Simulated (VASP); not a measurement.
## Pt: single point with PBE

Pt:

```xyz
1
Lattice="-1.7041 1.7041 1.3682 1.7041 -1.7041 1.3682 1.7041 1.7041 -1.3682" Properties=species:S:1:pos:R:3 pbc="T T T"
Pt    0.0000    0.0000    1.3682
```

The cell was built from a structure type or drawn by symmetry, and may not be a known phase.

```
Program                : VASP 6.6.1
Task                   : single point
Functional             : PBE
Potentials or basis    : VASP PAW PBE potentials, release 64 (Pt)
Cutoff                 : 520 eV
k mesh                 : 8 × 8 × 8
Occupations            : gaussian, width 0.1 eV
Spin                   : no spin polarisation
Dipole correction      : no
Further INCAR settings : ALGO = Fast; EDIFF = 1e-06; NBANDS = 11
```

The pressure is -0.5 GPa and the band gap on the k mesh is zero (bands 5 and 6 overlap by 1.96 eV).

Stress tensor (GPa, compression positive):
```
-0.55  0.00  0.00
 0.00 -0.55  0.00
 0.00  0.00 -0.47
```

Levels at points of the mesh, in eV from the Fermi level:
| k point | band 2 | band 3 | band 4 | band 5 | band 6 | band 7 | band 8 | band 9 |
| --- | --- | --- | --- | --- | --- | --- | --- | --- |
| (0.00, 0.00, 0.00) | -4.57 | -2.99 | -2.55 | -2.55 | -0.27 | 15.61 | 15.61 | 20.79 |
| (0.50, 0.00, 0.00) | -5.45 | -1.43 | 0.46 | 0.63 | 0.90 | 7.12 | 12.58 | 14.11 |
| (0.50, 0.50, 0.00) | -3.32 | -3.08 | -1.39 | -0.63 | 0.64 | 4.95 | 15.14 | 19.65 |
| (0.50, 0.50, 0.50) | -6.10 | 0.28 | 0.28 | 0.82 | 5.50 | 5.50 | 11.34 | 12.55 |

It took 4.2 s on 1 thread of Intel(R) Xeon(R) 6975P-C (Granite Rapids) (shared host), peak memory 0.14 GiB.

Caveat: the k points lie up to 0.37 Å⁻¹ apart, too coarse for converged energies and pressures of a metal; spin-orbit coupling is left out, which moves the levels of the heavy elements.
